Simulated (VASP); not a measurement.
Write the native input for VASP 6.6.1 that does the following.

```yaml
Task: single point
Functional: LDA
Potentials_or_basis: VASP PAW LDA potentials, release 64 (I, Na_pv)
Cutoff: 520 eV
k_mesh: 7 × 7 × 7
Occupations: fermi-dirac, width 0.05 eV
Spin: no spin polarisation
Dipole_correction: no
Further_INCAR_settings: ALGO = Normal; EDIFF = 1e-07; NBANDS = 14
```

The structure of NaI lies in POSCAR:

```
NaI
1.0
    0.0000000000      3.1703324822      3.1703324822
    3.1703324822      0.0000000000      3.1703324822
    3.1703324822      3.1703324822      0.0000000000
I Na
1 1
Direct
    0.5000000000      0.5000000000      0.5000000000
    0.0000000000      0.0000000000      0.0000000000
```

These files were run (other wordings do the same):

INCAR

```
PREC = Accurate
ENCUT = 520
EDIFF = 1E-7
ISMEAR = -1
SIGMA = 0.05
LREAL = F
LASPH = T
NELM = 100
ALGO = Normal
ISIF = 2
LWAVE = F
LCHARG = F
GGA = CA
NBANDS = 14
```

KPOINTS

```
regular mesh
0
Gamma
  7 7 7
```

Potentials or basis: VASP PAW LDA potentials, release 64 (I, Na_pv).

The run is started by

```console
$ cat potpaw_LDA.64/I/POTCAR potpaw_LDA.64/Na_pv/POTCAR > POTCAR
$ mpirun -np 1 vasp_std > vasp.out
```

Results of the run:

```
Pressure               : -0.7 GPa
Band gap on the k mesh : 3.52 eV, direct
```

Caveat: spin-orbit coupling is left out, which moves the levels of the heavy elements.

Run time: 10 s on 1 thread of AMD EPYC 9R45 96-Core Processor (Zen 5), on a shared host, peak memory 0.14 GiB.
